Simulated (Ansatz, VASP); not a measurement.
CdTe: VASP beside Ansatz

```
Cd Te
1.0
     0.00000    3.31002    3.31002
     3.31002    0.00000    3.31002
     3.31002    3.31002    0.00000
Cd Te
1 1
Direct
  0.00000 0.00000 0.00000
  0.25000 0.25000 0.25000
```

Alike in both runs: functional PBE; k mesh 6 × 6 × 6; occupations gaussian, width 0.02 eV; no spin polarisation.

Ansatz relaxed the structure, and its values are those at the end. VASP's run is a single point on that final structure, the one shown.

|  | VASP | Ansatz |
| --- | --- | --- |
| version | VASP 6.6.1 | Ansatz 0.2.0 |
| potentials or method | VASP PAW PBE potentials, release 64 (Cd, Te), cutoff 520 eV | scalar-relativistic, plane waves, PAW |
| valence electrons in the cell | 18 | 36 |

```csv
,VASP,Ansatz,Ansatz less VASP
gap on the k mesh at the Fermi level (eV),0.58,0.58,+0.003
least direct gap on the mesh (eV),0.58,0.58,+0.003
pressure (GPa),0.1,0.0,-0.11
```

With one functional, cell and mesh, what is left measures potentials, basis and numerics. VASP's potentials hold 18 valence electrons a cell and Ansatz's 36, so a difference there can come from the potentials and not from the codes.

Neither program's run includes spin-orbit coupling.
